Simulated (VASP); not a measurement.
# CsH (Fm-3m) in VASP: single point with LDA

Aim: the single point of CsH with LDA.

Everything below comes from runs of VASP 6.6.1. Logs are shortened: lines on timing, memory, paths and dates and some standing lists are left out, and cuts for length are marked.

**1. The cell of the first run**

The structure is cubic, space group Fm-3m (No. 225). The conventional cell has a = 6.376 Å, b = 6.376 Å, c = 6.376 Å, α = 90.00°, β = 90.00°, γ = 90.00°. Cs (site symmetry m-3m) has 6 H at 3.19 Å within 4.2 Å. H (site symmetry m-3m) has 6 Cs at 3.19 Å within 4.2 Å.

**2. Single point, LDA**

INCAR reads:

```
SYSTEM = CsH
PREC     = Accurate       ! precision mode
ENCUT    = 520            ! plane-wave cutoff, eV
EDIFF    = 1E-7           ! SCF threshold, eV
ISMEAR   = 0              ! smearing method
SIGMA    = 0.05           ! smearing width, eV
LREAL    = .False.        ! projectors in reciprocal space
LASPH    = .True.         ! aspherical terms in the spheres
NELM     = 100            ! most SCF steps
ALGO     = Normal         ! electronic algorithm
ISIF     = 2              ! what is computed and relaxed
LWAVE    = .False.        ! write WAVECAR
LCHARG   = .False.        ! write CHGCAR
NBANDS   = 12             ! bands
```

KPOINTS reads:

```
regular mesh
0
Gamma
  8 8 8
  0 0 0
```

POSCAR reads:

```
CsH
1.0
    0.0000000000      3.1880000000      3.1880000000
    3.1880000000      0.0000000000      3.1880000000
    3.1880000000      3.1880000000      0.0000000000
Cs H
1 1
Direct
    0.0000000000      0.0000000000      0.0000000000
    0.5000000000      0.5000000000      0.5000000000
```

Potentials or basis: VASP PAW LDA potentials, release 64 (Cs_sv, H).

Run with:

```bash
cat potpaw_LDA.64/Cs_sv/POTCAR potpaw_LDA.64/H/POTCAR > POTCAR
mpirun -np 1 vasp_std > vasp.out
```

OUTCAR:

```text
SYSTEM = CsH
   PREC = Accurate
   ENCUT = 520
   EDIFF = 1E-7
   ISMEAR = 0
   LREAL = .False.
   LASPH = .True.
   NELM = 100
   ISIF = 2

 ion  position               nearest neighbor table
   1  0.000  0.000  0.000-
   2  0.500  0.500  0.500-

  LATTYP: Found a face centered cubic cell.
 ALAT       =     6.3760000000

  Lattice vectors:

 A1 = (   0.0000000000,   3.1880000000,   3.1880000000)
 A2 = (   3.1880000000,   0.0000000000,   3.1880000000)
 A3 = (   3.1880000000,   3.1880000000,   0.0000000000)

Analysis of symmetry for initial positions (statically):
=====================================================================
 Subroutine PRICEL returns:
 Original cell was already a primitive cell.

 Routine SETGRP: Setting up the symmetry group for a
 face centered cubic supercell.

 Subroutine GETGRP returns: Found 48 space group operations
 (whereof 48 operations were pure point group operations)
 out of a pool of 48 trial point group operations.

The static configuration has the point symmetry O_h .

Analysis of symmetry for dynamics (positions and initial velocities):
=====================================================================
 Subroutine PRICEL returns:
 Original cell was already a primitive cell.

 Routine SETGRP: Setting up the symmetry group for a
 face centered cubic supercell.

 Subroutine GETGRP returns: Found 48 space group operations
 (whereof 48 operations were pure point group operations)
 out of a pool of 48 trial point group operations.

The dynamic configuration has the point symmetry O_h .

 Subroutine INISYM returns: Found 48 space group operations
 (whereof 48 operations are pure point group operations),
 and found     1 'primitive' translations

----------------------------------------------------------------------------------------

                                     Primitive cell

  volume of cell :      64.8015

  direct lattice vectors                    reciprocal lattice vectors
     0.000000000  3.188000000  3.188000000    -0.156838143  0.156838143  0.156838143
     3.188000000  0.000000000  3.188000000     0.156838143 -0.156838143  0.156838143
     3.188000000  3.188000000  0.000000000     0.156838143  0.156838143 -0.156838143

  length of vectors
     4.508512837  4.508512837  4.508512837     0.271651632  0.271651632  0.271651632

  position of ions in fractional coordinates (direct lattice)
     0.000000000  0.000000000  0.000000000
     0.500000000  0.500000000  0.500000000

  ion indices of the primitive-cell ions
   primitive index   ion index
                 1           1
                 2           2

----------------------------------------------------------------------------------------

 KPOINTS: regular mesh

Automatic generation of k-mesh.
 Grid dimensions read from file:
 generate k-points for:    8    8    8

 Generating k-lattice:

  Cartesian coordinates                     Fractional coordinates (reciprocal lattice)
    -0.019604768  0.019604768  0.019604768     0.125000000  0.000000000  0.000000000
     0.019604768 -0.019604768  0.019604768     0.000000000  0.125000000  0.000000000
     0.019604768  0.019604768 -0.019604768     0.000000000  0.000000000  0.125000000

  Length of vectors
     0.033956454  0.033956454  0.033956454

  Shift w.r.t. Gamma in fractional coordinates (k-lattice)
     0.000000000  0.000000000  0.000000000

 Subroutine IBZKPT returns following result:
 ===========================================

 Found     29 irreducible k-points:

 Following reciprocal coordinates:
            Coordinates               Weight
  0.000000  0.000000  0.000000      1.000000
  0.125000  0.000000  0.000000      8.000000
  0.250000  0.000000  0.000000      8.000000
  0.375000  0.000000  0.000000      8.000000
  0.500000  0.000000  0.000000      4.000000
  0.125000  0.125000  0.000000      6.000000
[... 16 lines left out ...]
  0.500000  0.250000  0.125000     48.000000
 -0.375000  0.250000  0.125000     24.000000
 [... further k-points ...]
   k-points           NKPTS =     29   k-points in BZ     NKDIM =     29   number of bands    NBANDS=     12
   number of dos      NEDOS =    301   number of ions     NIONS =      2
   total plane-waves  NPLWV =  46656
   dimension x,y,z NGX =    36 NGY =   36 NGZ =   36
   dimension x,y,z NGXF=    72 NGYF=   72 NGZF=   72
   ions per type =               1   1
   NGX,Y,Z   is equivalent  to a cutoff of  13.27, 13.27, 13.27 a.u.
   NGXF,Y,Z  is equivalent  to a cutoff of  26.55, 26.55, 26.55 a.u.
 SYSTEM =  CsH
   PREC   = accura    normal or accurate (medium, high low for compatibility)
   ISTART =      0    job   : 0-new  1-cont  2-samecut
   ICHARG =      2    charge: 1-file 2-atom 10-const
   ISPIN  =      1    spin polarized calculation?
   LNONCOLLINEAR =      F non collinear calculations
   LSORBIT =      F    spin-orbit coupling
   LASPH  =      T    aspherical Exc in radial PAW
   ENCUT  =  520.0 eV  38.22 Ry    6.18 a.u.   8.38  8.38  8.38*2*pi/ulx,y,z
   NELM   =    100;   NELMIN=  2; NELMDL= -5     # of ELM steps
   EDIFF  = 0.1E-06   stopping-criterion for ELM
   LREAL  =      F    real-space projection
   EDIFFG = 0.1E-05   stopping-criterion for IOM
   NSW    =      0    number of steps for IOM
   IBRION =     -1    ionic relax: 0-MD 1-quasi-New 2-CG
   NFREE  =      0    steps in history (QN), initial steepest desc. (CG)
   ISIF   =      2    stress and relaxation
   ISYM   =      2    0-nonsym 1-usesym 2-fastsym
   POTIM  = 0.5000    time-step for ionic-motion
   TEBEG  =    0.0;   TEEND  =   0.0 temperature during run
   PSTRESS=    0.0 pullay stress
   NELECT =      10.0000    total number of electrons
   NUPDOWN=      -1.0000    fix difference up-down
   EMIN   =  10.00;   EMAX   =-10.00  energy-range for DOS
   EFERMI =   0.00;   METHOD = LEGACY
   ISMEAR =     0;   SIGMA  =   0.05  broadening in eV -4-tet -1-fermi 0-gaus
   EFERMI_NEDOS =   21; number of points for ismear=-14 and -15
   IALGO  =     38    algorithm
   IMIX   =      4    mixing-type and parameters
     AMIX     =   0.40;   BMIX     =  1.00
     AMIX_MAG =   1.60;   BMIX_MAG =  1.00
  volume/ion in A,a.u.               =      32.40       218.65
  Fermi-wavevector in a.u.,A,eV,Ry     =   0.878105  1.659378 10.491026  0.771069
  Thomas-Fermi vector in A             =   1.998146
   LORBIT       =      0    0 simple, 1 ext, 2 COOP (PROOUT), +10 PAW based schemes
   GGA     = CA    functional components
   LHFCALC =     F    Hartree Fock is set to
   AEXX    =    0.0000 exact exchange contribution
   IVDW    =     0    specifies the selected vdW correction
   LEPSILON=     F    determine dielectric tensor
   LRPA    =     F    only Hartree local field effects (RPA)
 non-spin polarized calculation
 Gauss-broadening in eV      SIGMA  =   0.05
  energy-cutoff  :      520.00
  volume of cell :       64.80
 maximum number of plane-waves:      1807
 NGX is ok and might be reduce to    36
   NGX = 17   NGY = 17   NGZ = 17

 number of electron      10.0000000 magnetization

 number of electron       9.9999999 magnetization

 Free energy of the ion-electron system (eV)
  ---------------------------------------------------
  ext. energy  EPLUGINS =         0.00000000
  ---------------------------------------------------
  free energy    TOTEN  =        -4.89176635 eV

  energy without entropy =       -4.89176635  energy(sigma->0) =       -4.89176635

 E-fermi :   0.2791     XC(G=0):  -7.5299

 val. band max:        0.0328710304   @ k =   0.5000   0.0000   0.0000
 cond. band min:       1.9687676914   @ k =   0.5000   0.0000   0.0000
 fundamental gap:      1.9358966610
 Fermi energy:         0.2791358919

 k-point     1 :       0.0000    0.0000    0.0000
  band No.  band energies     occupation
      1     -21.4162      2.00000
      2      -7.8636      2.00000
      3      -7.8636      2.00000
      4      -7.8636      2.00000
      5      -1.8384      2.00000
      6       5.0140      0.00000
      7       5.0140      0.00000
      8       5.0140      0.00000
      9       5.6938      0.00000
     10       6.8260      0.00000
     11       6.8260      0.00000
     12       8.5444      0.00000

 k-point     2 :       0.1250    0.0000    0.0000
  band No.  band energies     occupation
      1     -21.4046      2.00000
      2      -8.0114      2.00000
      3      -7.8781      2.00000
      4      -7.8781      2.00000
      5      -1.5861      2.00000
      6       4.4950      0.00000
      7       5.1301      0.00000
      8       5.1301      0.00000
      9       5.5162      0.00000
     10       6.5025      0.00000
     11       6.5025      0.00000
     12       9.2312      0.00000

 k-point     3 :       0.2500    0.0000    0.0000
  band No.  band energies     occupation
      1     -21.3764      2.00000
      2      -8.3355      2.00000
      3      -7.9128      2.00000
      4      -7.9128      2.00000
      5      -0.9791      2.00000
      6       3.3893      0.00000
      7       5.0617      0.00000
      8       5.0617      0.00000
      9       5.6854      0.00000
     10       6.5829      0.00000
     11       6.5829      0.00000
     12      10.7260      0.00000
[... 286 lines left out ...]
 k-point    23 :       0.5000    0.2500    0.1250
  band No.  band energies     occupation
      1     -21.3327      2.00000
      2      -8.5449      2.00000
      3      -8.1558      2.00000
      4      -8.0078      2.00000
      5      -0.4952      2.00000
      6       3.0034      0.00000
      7       4.0046      0.00000
      8       5.3130      0.00000
      9       6.6843      0.00000
     10       7.6268      0.00000
     11       8.6822      0.00000
     12       9.6242      0.00000

 k-point    24 :      -0.3750    0.2500    0.1250
  band No.  band energies     occupation
      1     -21.3231      2.00000
      2      -8.6059      2.00000
      3      -8.1829      2.00000
      4      -8.0334      2.00000
      5      -0.3798      2.00000
      6       2.7656      0.00000
      7       4.2715      0.00000
      8       5.2055      0.00000
      9       7.2972      0.00000
     10       7.4550      0.00000
     11       8.9377      0.00000
     12       9.1094      0.00000

 [... further k-points ...]
[... 5 lines left out ...]
  --------------------------------------------------------------------------------------
  -------------------------------------------------------------------------------------
  Total       -0.4999339     -0.4999339     -0.4999339      0.0000000      0.0000000     -0.0000000
  in kB      -12.3605624    -12.3605624    -12.3605624      0.0000000      0.0000000     -0.0000000
  external PRESSURE =     -12.3605624 kB  Pullay stress =       0.0000000 kB

 VOLUME and BASIS-vectors are now :
 -----------------------------------------------------------------------------
  energy-cutoff  :      520.00
  volume of cell :       64.80
      direct lattice vectors                 reciprocal lattice vectors
     0.000000000  3.188000000  3.188000000    -0.156838143  0.156838143  0.156838143
     3.188000000  0.000000000  3.188000000     0.156838143 -0.156838143  0.156838143
     3.188000000  3.188000000  0.000000000     0.156838143  0.156838143 -0.156838143

 POSITION                                       TOTAL-FORCE (eV/Angst)
 -----------------------------------------------------------------------------------
      0.00000      0.00000      0.00000        -0.000000     -0.000000      0.000000
      3.18800      3.18800      3.18800         0.000000      0.000000     -0.000000
 -----------------------------------------------------------------------------------
    total drift:                               -0.000000      0.000000      0.000000

  FREE ENERGIE OF THE ION-ELECTRON SYSTEM (eV)
  ---------------------------------------------------
  free  energy   TOTEN  =        -4.8917663475 eV

  energy  without entropy=       -4.8917663475  energy(sigma->0) =       -4.89176635
```

It took 12 s on 1 thread of Intel Xeon 6975P-C (Granite Rapids), shared host; peak memory 0.17 GiB.

Results:

```yaml
Free_energy: -4.8918 eV
Pressure: -1.2 GPa
Band_gap_on_the_k_mesh: 1.94 eV, direct
```

Caveat: spin-orbit coupling is left out, which moves the levels of the heavy elements.
